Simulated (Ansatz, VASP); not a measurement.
# Ta2H5 in VASP and in Ansatz

```
CELL_PARAMETERS angstrom
3.88792 0.00000 0.00000
0.00000 3.88792 0.00000
0.00000 0.00000 3.75148
ATOMIC_POSITIONS crystal
Ta 0.50000 0.00000 0.50000
Ta 0.00000 0.50000 0.50000
H 0.50000 0.00000 0.00000
H 0.00000 0.50000 0.00000
H 0.00000 0.00000 0.26193
H 0.00000 0.00000 0.73807
H 0.50000 0.50000 0.00000
```

Alike in both runs: task relaxation of cell and atoms; functional PBE; k mesh 10 × 10 × 10; occupations gaussian, width 0.1 eV; no spin polarisation.

|  | VASP | Ansatz |
| --- | --- | --- |
| version | VASP 6.6.1 | Ansatz 0.2.0 |
| potentials or method | VASP PAW PBE potentials, release 64 (Ta_pv, H), cutoff 600 eV | scalar-relativistic, plane waves, PAW |
| valence electrons in the cell | 27 | 31 |

Ansatz gave:

```
gap on the k mesh at the Fermi level, each at its own relaxed structure (eV) : none
relaxed volume (Å³/atom)                                                     : 8.10
relaxed cell length with the largest relative difference (Å)                 : 3.744
```

Problem. Which values does VASP return?

Solution. gap on the k mesh at the Fermi level, each at its own relaxed structure (eV): none; relaxed volume (Å³/atom): 8.11; relaxed cell length with the largest relative difference (Å): 3.747.

A gap of «none» marks a metal or a gap that the smearing closes. VASP's potentials hold 27 valence electrons a cell and Ansatz's 31, so a difference there can come from the potentials and not from the codes.

Spin-orbit coupling is off throughout.
